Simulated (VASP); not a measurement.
# CdSe (F-43m) in VASP: a series of runs

Aim: see how the results for CdSe move with the level of theory and the settings. Levels: LDA, PBE. Tasks: vibrations by perturbation theory.

All numbers are computed with VASP 6.6.1; they aren't measurements. Logs are shortened: lines on timing, memory, paths and dates and some standing lists are left out, and cuts for length are marked.

**1. The cell of the first run**

The structure is cubic, space group F-43m (No. 216). Conventional cell: a = 6.141 Å, b = 6.141 Å, c = 6.141 Å, α = 90.00°, β = 90.00°, γ = 90.00°. Cd (site symmetry -43m) has 4 Se at 2.66 Å within 3.5 Å. Se (site symmetry -43m) has 4 Cd at 2.66 Å within 3.5 Å.

**2. Vibrations by perturbation theory, LDA**

Contents of INCAR:

```
PREC = Accurate
ENCUT = 520
EDIFF = 1E-8
ISMEAR = -1
SIGMA = 0.05
LREAL = False
LASPH = True
NELM = 100
ALGO = Normal
ISIF = 2
LWAVE = False
LCHARG = False
GGA = CA
IBRION = 8
NSW = 1
```

Contents of KPOINTS:

```
regular mesh
0
Gamma
  6 6 6
```

Contents of POSCAR:

```
CdSe
1.0
    0.0000000000      3.0702711986      3.0702711986
    3.0702711986      0.0000000000      3.0702711986
    3.0702711986      3.0702711986      0.0000000000
Cd Se
1 1
Direct
    0.0000000000      0.0000000000      0.0000000000
    0.2500000000      0.2500000000      0.2500000000
```

Potentials or basis: VASP PAW LDA potentials, release 64 (Cd, Se).

Launch:

```bash
> cat potpaw_LDA.64/Cd/POTCAR potpaw_LDA.64/Se/POTCAR > POTCAR
> mpirun -np 1 vasp_std > vasp.out
```

OUTCAR:

```text
PREC = Accurate
   ENCUT = 520
   EDIFF = 1E-8
   ISMEAR = -1
   LREAL = False
   LASPH = True
   NELM = 100
   ISIF = 2
   GGA = CA
   IBRION = 8
   NSW = 1

 ion  position               nearest neighbor table
   1  0.000  0.000  0.000-   2 2.66   2 2.66   2 2.66   2 2.66
   2  0.250  0.250  0.250-   1 2.66   1 2.66   1 2.66   1 2.66

  LATTYP: Found a face centered cubic cell.
 ALAT       =     6.1405423972

  Lattice vectors:

 A1 = (   0.0000000000,   3.0702711986,   3.0702711986)
 A2 = (   3.0702711986,   0.0000000000,   3.0702711986)
 A3 = (   3.0702711986,   3.0702711986,   0.0000000000)

Analysis of symmetry for initial positions (statically):
=====================================================================
 Subroutine PRICEL returns:
 Original cell was already a primitive cell.

 Routine SETGRP: Setting up the symmetry group for a
 face centered cubic supercell.

 Subroutine GETGRP returns: Found 24 space group operations
 (whereof 24 operations were pure point group operations)
 out of a pool of 48 trial point group operations.

The static configuration has the point symmetry T_d .

Analysis of symmetry for dynamics (positions and initial velocities):
=====================================================================
 Subroutine PRICEL returns:
 Original cell was already a primitive cell.

 Routine SETGRP: Setting up the symmetry group for a
 face centered cubic supercell.

 Subroutine GETGRP returns: Found 24 space group operations
 (whereof 24 operations were pure point group operations)
 out of a pool of 48 trial point group operations.

The dynamic configuration has the point symmetry T_d .

 Subroutine INISYM returns: Found 24 space group operations
 (whereof 24 operations are pure point group operations),
 and found     1 'primitive' translations

----------------------------------------------------------------------------------------

                                     Primitive cell

  volume of cell :      57.8842

  direct lattice vectors                    reciprocal lattice vectors
     0.000000000  3.070271199  3.070271199    -0.162852063  0.162852063  0.162852063
     3.070271199  0.000000000  3.070271199     0.162852063 -0.162852063  0.162852063
     3.070271199  3.070271199  0.000000000     0.162852063  0.162852063 -0.162852063

  length of vectors
     4.342019169  4.342019169  4.342019169     0.282068048  0.282068048  0.282068048

  position of ions in fractional coordinates (direct lattice)
     0.000000000  0.000000000  0.000000000
     0.250000000  0.250000000  0.250000000

  ion indices of the primitive-cell ions
   primitive index   ion index
                 1           1
                 2           2

----------------------------------------------------------------------------------------

 KPOINTS: regular mesh

Automatic generation of k-mesh.
 Grid dimensions read from file:
 generate k-points for:    6    6    6

 Generating k-lattice:

  Cartesian coordinates                     Fractional coordinates (reciprocal lattice)
    -0.027142011  0.027142011  0.027142011     0.166666667  0.000000000  0.000000000
     0.027142011 -0.027142011  0.027142011     0.000000000  0.166666667  0.000000000
     0.027142011  0.027142011 -0.027142011     0.000000000  0.000000000  0.166666667

  Length of vectors
     0.047011341  0.047011341  0.047011341

  Shift w.r.t. Gamma in fractional coordinates (k-lattice)
     0.000000000  0.000000000  0.000000000

 Subroutine IBZKPT returns following result:
[... 71 lines left out ...]
 non-spin polarized calculation
  energy-cutoff  :      520.00
  volume of cell :       57.88
 maximum number of plane-waves:      1588
   NGX = 17   NGY = 17   NGZ = 17

--------------------------------------- Ionic step        1  -------------------------------------------

 number of electron      18.0000006 magnetization

 Free energy of the ion-electron system (eV)
  ---------------------------------------------------
  ext. energy  EPLUGINS =         0.00000000
  ---------------------------------------------------
  free energy    TOTEN  =        -6.72679845 eV

  energy without entropy =       -6.72646957  energy(sigma->0) =       -6.72663401

 E-fermi :   0.7682     XC(G=0):  -9.1642

 val. band max:        0.5856783658   @ k =   0.0000   0.0000   0.0000
 cond. band min:       0.8878151155   @ k =   0.0000   0.0000   0.0000
 fundamental gap:      0.3021367497
 Fermi energy:         0.7681619690

 k-point     1 :       0.0000    0.0000    0.0000
  band No.  band energies     occupation
      1     -11.9035      2.00000
      2      -7.2738      2.00000
      3      -7.2738      2.00000
      4      -7.2738      2.00000
      5      -6.9248      2.00000
      6      -6.9248      2.00000
      7       0.5857      1.94932
      8       0.5857      1.94932
      9       0.5857      1.94932
     10       0.8878      0.16741
     11       6.3759      0.00000
     12       6.3759      0.00000
     13       6.3759      0.00000
[... 228 lines left out ...]
      2      -7.0982      2.00000
      3      -7.0825      2.00000
      4      -6.9845      2.00000
      5      -6.8989      2.00000
      6      -6.5047      2.00000
      7      -3.3798      2.00000
      8      -1.4966      2.00000
      9      -1.4782      2.00000
     10       4.7842      0.00000
     11       5.0072      0.00000
     12       7.9075      0.00000
     13       8.3918      0.00000

------------------------ aborting loop because EDIFF is reached ----------------------------------------

  FORCE on cell =-STRESS in cart. coord.  units (eV):
  Direction    XX          YY          ZZ          XY          YZ          ZX
  --------------------------------------------------------------------------------------
  -------------------------------------------------------------------------------------
  Total       -1.0390987     -1.0390987     -1.0390987     -0.0000000     -0.0000000      0.0000000
  in kB      -28.7612121    -28.7612121    -28.7612121     -0.0000000     -0.0000000      0.0000000
  external PRESSURE =     -28.7612121 kB  Pullay stress =       0.0000000 kB

 VOLUME and BASIS-vectors are now :
 -----------------------------------------------------------------------------
  energy-cutoff  :      520.00
  volume of cell :       57.88
      direct lattice vectors                 reciprocal lattice vectors
     0.000000000  3.070271199  3.070271199    -0.162852063  0.162852063  0.162852063
     3.070271199  0.000000000  3.070271199     0.162852063 -0.162852063  0.162852063
     3.070271199  3.070271199  0.000000000     0.162852063  0.162852063 -0.162852063

 POSITION                                       TOTAL-FORCE (eV/Angst)
 -----------------------------------------------------------------------------------
      0.00000      0.00000      0.00000         0.000000      0.000000      0.000000
      1.53514      1.53514      1.53514        -0.000000     -0.000000     -0.000000
 -----------------------------------------------------------------------------------
    total drift:                               -0.000000     -0.000000     -0.000000

  FREE ENERGIE OF THE ION-ELECTRON SYSTEM (eV)
  ---------------------------------------------------
  free  energy   TOTEN  =        -6.7267984463 eV

  energy  without entropy=       -6.7264695703  energy(sigma->0) =       -6.72663401

[... ionic steps 2 to 3 ...]

--------------------------------------- Ionic step        4  -------------------------------------------

------------------------ aborting loop because EDIFF is reached ----------------------------------------

[... ionic steps 5 to 6 ...]

--------------------------------------- Ionic step        7  -------------------------------------------

 Free energy of the ion-electron system (eV)
  ---------------------------------------------------
  ---------------------------------------------------
  free energy    TOTEN  =        -0.08467489 eV

  energy without entropy =       -0.08467489

------------------------ aborting loop because EDIFF is reached ----------------------------------------

 INTERNAL STRAIN TENSOR  FOR ION    2  DIRECTION 1   (eV/Angst):
 -----------------------------------------------------------------------------
     0.01145  0.00000  0.00000
     0.00000 -0.00164 -4.62778
     0.00000 -4.62778 -0.00164

 INTERNAL STRAIN TENSOR FOR ION    2 for displacements in x,y,z  (eV/Angst):
          X           Y           Z          XY          YZ          ZX
  --------------------------------------------------------------------------------
  x     0.00000    -0.00000    -0.00000     0.00000    -4.62778     0.00000
  y    -0.00000    -0.00000    -0.00000     0.00000     0.00000    -4.62778
  z    -0.00000    -0.00000     0.00000    -4.62778     0.00000     0.00000

 SECOND DERIVATIVES (NOT SYMMETRIZED)
 ------------------------------------
               1X          1Y          1Z          2X          2Y          2Z
  1X    -4.269633    0.000000    0.000000    4.269633    0.000000    0.000000
  1Y     0.000000   -4.269633    0.000000    0.000000    4.269633    0.000000
  1Z     0.000000    0.000000   -4.269633    0.000000    0.000000    4.269633
  2X     4.248556    0.000000    0.000000   -4.248556    0.000000    0.000000
  2Y     0.000000    4.248556    0.000000    0.000000   -4.248556    0.000000
  2Z     0.000000    0.000000    4.248556    0.000000    0.000000   -4.248556

 Eigenvectors and eigenvalues of the dynamical matrix
 ----------------------------------------------------

   1 f  =    4.736372 THz    29.759505 2PiTHz  157.988377 cm-1    19.588053 meV
             X         Y         Z           dx          dy          dz
      0.000000  0.000000  0.000000     0.000000    0.000000   -0.643274
      1.535136  1.535136  1.535136     0.000000    0.000000    0.765636
[... 21 lines left out ...]
   6 f/i=    0.005772 THz     0.036267 2PiTHz    0.192534 cm-1     0.023871 meV
             X         Y         Z           dx          dy          dz
      0.000000  0.000000  0.000000    -0.751783    0.144986   -0.000000
      1.535136  1.535136  1.535136    -0.631635    0.121815    0.000000

--------------------------------------------------------------------------------------------------------

 ELASTIC MODULI CONTR FROM IONIC RELAXATION (kBar)
 Direction    XX          YY          ZZ          XY          YZ          ZX
 --------------------------------------------------------------------------------
 XX          -0.0000      0.0000      0.0000     -0.0000      0.0000      0.0000
 YY           0.0000     -0.0000      0.0000     -0.0000     -0.0000     -0.0000
 ZZ           0.0000      0.0000     -0.0000      0.0000     -0.0000      0.0000
 XY          -0.0000     -0.0000      0.0000   -142.9087     -0.0000      0.0000
 YZ           0.0000     -0.0000     -0.0000     -0.0000   -142.9087     -0.0000
 ZX           0.0000     -0.0000      0.0000      0.0000     -0.0000   -142.9087
 --------------------------------------------------------------------------------
```

Run time: 61 s. Hardware: 1 thread of Intel Xeon 6975P-C (Granite Rapids), shared host; peak memory 0.23 GiB.

Results:

* Highest phonon frequency at Γ, LO-TO splitting left out: 158 cm⁻¹

Phonon frequencies in cm⁻¹ (negative: imaginary):
```tsv
q point	frequencies
(0.000, 0.000, 0.000)	0 0 0 158 158 158
```

Caveat: the cell wasn't relaxed at this level first, which shifts response properties.

**3. Vibrations by perturbation theory, PBE**

Contents of INCAR:

```
SYSTEM = CdSe
PREC = Accurate
ENCUT = 520
EDIFF = 1E-8
ISMEAR = -1
SIGMA = 0.05
LREAL = .False.
LASPH = .True.
NELM = 100
ALGO = Normal
ISIF = 2
LWAVE = .False.
LCHARG = .True.
GGA = PE
NBANDS = 16
IBRION = 8
NSW = 1
```

Contents of KPOINTS:

```
regular mesh
0
Gamma
  6 6 6
  0 0 0
```

POSCAR is that of step 2.

Potentials or basis: VASP PAW PBE potentials, release 64 (Cd, Se).

Launch:

```bash
> cat potpaw_PBE.64/Cd/POTCAR potpaw_PBE.64/Se/POTCAR > POTCAR
> mpirun -np 1 vasp_std > vasp.out
```

OUTCAR:

```text
SYSTEM = CdSe
   PREC = Accurate
   ENCUT = 520
   EDIFF = 1E-8
   ISMEAR = -1
   LREAL = .False.
   LASPH = .True.
   NELM = 100
   ISIF = 2
   GGA = PE
   IBRION = 8
   NSW = 1

 ion  position               nearest neighbor table
   1  0.000  0.000  0.000-   2 2.66   2 2.66   2 2.66   2 2.66
   2  0.250  0.250  0.250-   1 2.66   1 2.66   1 2.66   1 2.66

  LATTYP: Found a face centered cubic cell.
 ALAT       =     6.1405423972

  Lattice vectors:

 A1 = (   0.0000000000,   3.0702711986,   3.0702711986)
 A2 = (   3.0702711986,   0.0000000000,   3.0702711986)
 A3 = (   3.0702711986,   3.0702711986,   0.0000000000)

Analysis of symmetry for initial positions (statically):
=====================================================================
 Subroutine PRICEL returns:
 Original cell was already a primitive cell.

 Routine SETGRP: Setting up the symmetry group for a
 face centered cubic supercell.

 Subroutine GETGRP returns: Found 24 space group operations
 (whereof 24 operations were pure point group operations)
 out of a pool of 48 trial point group operations.

The static configuration has the point symmetry T_d .

Analysis of symmetry for dynamics (positions and initial velocities):
=====================================================================
 Subroutine PRICEL returns:
 Original cell was already a primitive cell.

 Routine SETGRP: Setting up the symmetry group for a
 face centered cubic supercell.

 Subroutine GETGRP returns: Found 24 space group operations
[... 476 lines left out ...]
      1.53514      1.53514      1.53514        -0.000000     -0.000000     -0.000000
 -----------------------------------------------------------------------------------
    total drift:                               -0.000000     -0.000000     -0.000000

  FREE ENERGIE OF THE ION-ELECTRON SYSTEM (eV)
  ---------------------------------------------------
  free  energy   TOTEN  =        -5.4865543220 eV

  energy  without entropy=       -5.4865074908  energy(sigma->0) =       -5.48653091

[... ionic steps 2 to 3 ...]

--------------------------------------- Ionic step        4  -------------------------------------------

------------------------ aborting loop because EDIFF is reached ----------------------------------------

[... ionic steps 5 to 6 ...]

--------------------------------------- Ionic step        7  -------------------------------------------

 Free energy of the ion-electron system (eV)
  ---------------------------------------------------
  ---------------------------------------------------
  free energy    TOTEN  =        -0.08472533 eV

  energy without entropy =       -0.08472533

------------------------ aborting loop because EDIFF is reached ----------------------------------------

 INTERNAL STRAIN TENSOR  FOR ION    2  DIRECTION 1   (eV/Angst):
 -----------------------------------------------------------------------------
     0.01077  0.00000  0.00000
     0.00000 -0.00135 -5.92443
     0.00000 -5.92443 -0.00135

 INTERNAL STRAIN TENSOR FOR ION    2 for displacements in x,y,z  (eV/Angst):
          X           Y           Z          XY          YZ          ZX
  --------------------------------------------------------------------------------
  x     0.00000    -0.00000    -0.00000     0.00000    -5.92443     0.00000
  y     0.00000     0.00000     0.00000     0.00000     0.00000    -5.92443
  z    -0.00000    -0.00000     0.00000    -5.92443     0.00000     0.00000

 SECOND DERIVATIVES (NOT SYMMETRIZED)
 ------------------------------------
               1X          1Y          1Z          2X          2Y          2Z
  1X    -4.633722    0.000000    0.000000    4.633722    0.000000    0.000000
  1Y     0.000000   -4.633722    0.000000    0.000000    4.633722    0.000000
  1Z     0.000000    0.000000   -4.633722    0.000000    0.000000    4.633722
  2X     4.621293    0.000000    0.000000   -4.621293    0.000000    0.000000
  2Y     0.000000    4.621293    0.000000    0.000000   -4.621293    0.000000
  2Z     0.000000    0.000000    4.621293    0.000000    0.000000   -4.621293

 Eigenvectors and eigenvalues of the dynamical matrix
 ----------------------------------------------------

   1 f  =    4.937459 THz    31.022970 2PiTHz  164.695907 cm-1    20.419681 meV
             X         Y         Z           dx          dy          dz
      0.000000  0.000000  0.000000     0.642847   -0.000000    0.000000
      1.535136  1.535136  1.535136    -0.765994    0.000000    0.000000
[... 21 lines left out ...]
   6 f/i=    0.003265 THz     0.020515 2PiTHz    0.108912 cm-1     0.013503 meV
             X         Y         Z           dx          dy          dz
      0.000000  0.000000  0.000000     0.574124   -0.483703   -0.152186
      1.535136  1.535136  1.535136     0.481824   -0.405939   -0.127719

--------------------------------------------------------------------------------------------------------

 ELASTIC MODULI CONTR FROM IONIC RELAXATION (kBar)
 Direction    XX          YY          ZZ          XY          YZ          ZX
 --------------------------------------------------------------------------------
 XX          -0.0000      0.0000      0.0000     -0.0000      0.0000      0.0000
 YY           0.0000     -0.0000      0.0000     -0.0000     -0.0000     -0.0000
 ZZ           0.0000      0.0000     -0.0000      0.0000     -0.0000      0.0000
 XY          -0.0000     -0.0000      0.0000   -213.9631     -0.0000      0.0000
 YZ           0.0000     -0.0000     -0.0000     -0.0000   -213.9631      0.0000
 ZX           0.0000     -0.0000      0.0000      0.0000      0.0000   -213.9631
 --------------------------------------------------------------------------------
```

OSZICAR:

```text
N       E                     dE             d eps       ncg     rms          rms(c)
DAV:   1     0.104937690385E+03    0.10494E+03   -0.86990E+03   520   0.100E+03
DAV:   2    -0.197094267121E+01   -0.10691E+03   -0.10207E+03   624   0.245E+02
DAV:   3    -0.585140468949E+01   -0.38805E+01   -0.38749E+01   624   0.490E+01
DAV:   4    -0.586767048361E+01   -0.16266E-01   -0.16265E-01   656   0.310E+00
[... 41 lines left out ...]
RMM:   8    -0.847253273612E-01   -0.76849E-07   -0.38511E-09  2443   0.169E-04    0.672E-05
RMM:   9    -0.847252311134E-01    0.96248E-07    0.40338E-09  2475   0.112E-04    0.163E-05
RMM:  10    -0.847253282214E-01   -0.97108E-07   -0.21300E-09  2532   0.219E-05    0.123E-05
RMM:  11    -0.847253307988E-01   -0.25774E-08   -0.71214E-10  2358   0.933E-06    0.251E-06
 Linear response finished
```

stdout:

```text
POSCAR found type information on POSCAR CdSe
 POSCAR found :  2 types and       2 ions
 scaLAPACK will be used
 LDA part: xc-table for (Slater+PW92), standard interpolation
 POSCAR, INCAR and KPOINTS ok, starting setup
 FFT: planning ... GRIDC
 FFT: planning ... GRID_SOFT
 FFT: planning ... GRID
 WAVECAR not read
 entering main loop
 Linear response reoptimize wavefunctions to high precision
 Linear response DOF=           2
 Linear response progress:
 first order change of Fermi-energy  -0.63071E-04
 force on displaced ion       1 direction 1 :  -4.634   0.000   0.000
 Linear response progress:
 first order change of Fermi-energy   0.39707E-03
 force on displaced ion       2 direction 1 :  -4.621   0.000   0.000
 Linear response finished
```

Run time: 89 s. Hardware: 1 thread of Intel Xeon 6975P-C (Granite Rapids), shared host; peak memory 0.27 GiB.

What came out:

- Highest phonon frequency at Γ, LO-TO splitting left out: 165 cm⁻¹

Phonon frequencies in cm⁻¹ (negative: imaginary):
| q point | frequencies |
| --- | --- |
| (0.000, 0.000, 0.000) | 0 0 0 165 165 165 |

Caveat: the cell wasn't relaxed at this level first, which shifts response properties.
